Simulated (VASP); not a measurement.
Set up this calculation in VASP 6.6.1, as the native input.

* Task: single point
* Functional: LDA
* Potentials or basis: VASP PAW LDA potentials, release 64 (Ge_d)
* Cutoff: 500 eV
* k mesh: 17 × 17 × 17
* Occupations: fermi-dirac, width 0.08 eV
* Spin: no spin polarisation
* Dipole correction: no
* Further INCAR settings: ALGO = Normal; EDIFF = 1e-06; NBANDS = 13

The structure of Ge lies in POSCAR:

```
Ge
1.0
   -1.6444961209      1.6444961209      1.6444961209
    1.6444961209     -1.6444961209      1.6444961209
    1.6444961209      1.6444961209     -1.6444961209
Ge
1
Direct
    0.0000000000      0.0000000000      0.0000000000
```

These files were run (other wordings do the same):

INCAR

```
PREC = Accurate
ENCUT = 500
EDIFF = 1E-6
ISMEAR = -1
SIGMA = 0.08
LREAL = F
LASPH = T
NELM = 120
ALGO = Normal
ISIF = 2
LWAVE = F
LCHARG = T
GGA = CA
LELF = T
LVHAR = T
NBANDS = 13
GGA_COMPAT = F
```

KPOINTS

```
Automatic mesh
0
Gamma
  17 17 17
```

Potentials or basis: VASP PAW LDA potentials, release 64 (Ge_d).

The run is started by

```bash
$ cat potpaw_LDA.64/Ge_d/POTCAR > POTCAR
$ mpirun -np 1 vasp_std > vasp.out
```

It gave:

* Pressure: 0.1 GPa
* Band gap on the k mesh: zero (band 7 reaches 16.78 eV, above the bottom of band 8 at 3.97 eV)

It took 20 s on 1 thread of Intel(R) Xeon(R) Platinum 8488C (Sapphire Rapids), with other jobs on the host, peak memory 0.15 GiB.
